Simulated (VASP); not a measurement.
Input of a VASP 6.6.1 run:

Contents of INCAR:

```
SYSTEM = C
PREC = Accurate
ENCUT = 520
EDIFF = 1E-6
ISMEAR = 0
SIGMA = 0.05
LREAL = .False.
LASPH = .True.
NELM = 60
ALGO = Normal
ISIF = 2
LWAVE = .False.
LCHARG = .False.
GGA = CA
NBANDS = 11
```

The input KPOINTS:

```
Automatic mesh
0
Gamma
  12 12 12
  0 0 0
```

The input POSCAR:

```
C
1.0
    0.0000000000      1.7656014592      1.7235801445
    1.7656014592      0.0000000000      1.7235801445
    1.7656014592      1.7656014592      0.0000000000
C
2
Direct
    0.5000000000      0.5000000000      0.5000000000
    0.7500000000      0.7500000000      0.7500000000
```

Potentials or basis: VASP PAW LDA potentials, release 64 (C).

Run with:

```console
$ cat potpaw_LDA.64/C/POTCAR > POTCAR
$ mpirun -np 1 vasp_std > vasp.out
```

Q: Estimate the band gap on the k mesh.

A: 3.63 eV, indirect (least direct gap 5.26 eV).

Q: What does it give for the pressure?

A: 13.8 GPa.

Stress tensor (GPa, compression positive):
```
 6.09  0.00  0.00
 0.00  6.09  0.00
 0.00  0.00 29.08
```

 A k mesh can miss the band edges.
